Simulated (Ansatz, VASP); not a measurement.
# One calculation of Ti, two programs

```
Ti
1.0
    -1.62775    1.66845    1.62775
     1.62775   -1.66845    1.62775
     1.62775    1.66845   -1.62775
Ti
1
Direct
  0.00000 0.00000 0.00000
```

Change from the starting cell: strain +0.0250 x Voigt [0, 1, 0, 0, 0, 0], atoms carried along.

Alike in both runs: task single point; functional PBE; k mesh 26 × 26 × 26; occupations gaussian, width 0.15 eV; no spin polarisation.

```csv
,VASP,Ansatz
version,VASP 6.6.1,Ansatz 0.2.0
potentials or method,"VASP PAW PBE potentials, release 64 (Ti_sv), cutoff 520 eV","scalar-relativistic, plane waves, PAW"
valence electrons in the cell,12,12
```

|  | VASP | Ansatz | Ansatz less VASP |
| --- | --- | --- | --- |
| gap on the k mesh at the Fermi level (eV) | none | none | - |
| pressure (GPa) | -2.7 | -2.4 | +0.27 |
| traceless stress, the component that is largest in VASP (GPa) | 0.38 | 0.38 | -0.001 |

A gap of «none» marks a metal or a gap that the smearing closes.
